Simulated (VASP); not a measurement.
A run of VASP 6.6.1 is set up as follows.

The input INCAR:

```
SYSTEM = TaPtS4
ALGO = Normal
EDIFF = 1E-6
ENCUT = 520
GGA = PE
ISIF = 2
ISMEAR = 0
LASPH = .True.
LCHARG = .False.
LREAL = .False.
LWAVE = .False.
NBANDS = 32
NELM = 100
PREC = Accurate
SIGMA = 0.1
```

The input KPOINTS:

```
k-points
0
Gamma
  4 4 4
  0 0 0
```

The input POSCAR:

```
TaPtS4
1.0
    0.0000000000      3.6164951029      3.6164951029
    3.6164951029      0.0000000000      3.6164951029
    3.6164951029      3.6164951029      0.0000000000
Ta Pt S
1 1 4
Direct
    0.0000000000      0.0000000000      0.0000000000
    0.7500000000      0.7500000000      0.7500000000
    0.3741982726      0.8774051822      0.3741982726
    0.3741982726      0.3741982726      0.8774051822
    0.3741982726      0.3741982726      0.3741982726
    0.8774051822      0.3741982726      0.3741982726
```

Potentials or basis: VASP PAW PBE potentials, release 64 (Ta_pv, Pt, S).

Command:

```console
$ cat potpaw_PBE.64/Ta_pv/POTCAR potpaw_PBE.64/Pt/POTCAR potpaw_PBE.64/S/POTCAR > POTCAR
$ mpirun -np 1 vasp_std > vasp.out
```

(1) Estimate the pressure.

(2) Predict the largest force.

Results:

(1) -0.2 GPa.

(2) 0.045 eV/Å.

Caveat: the k points lie up to 0.38 Å⁻¹ apart.
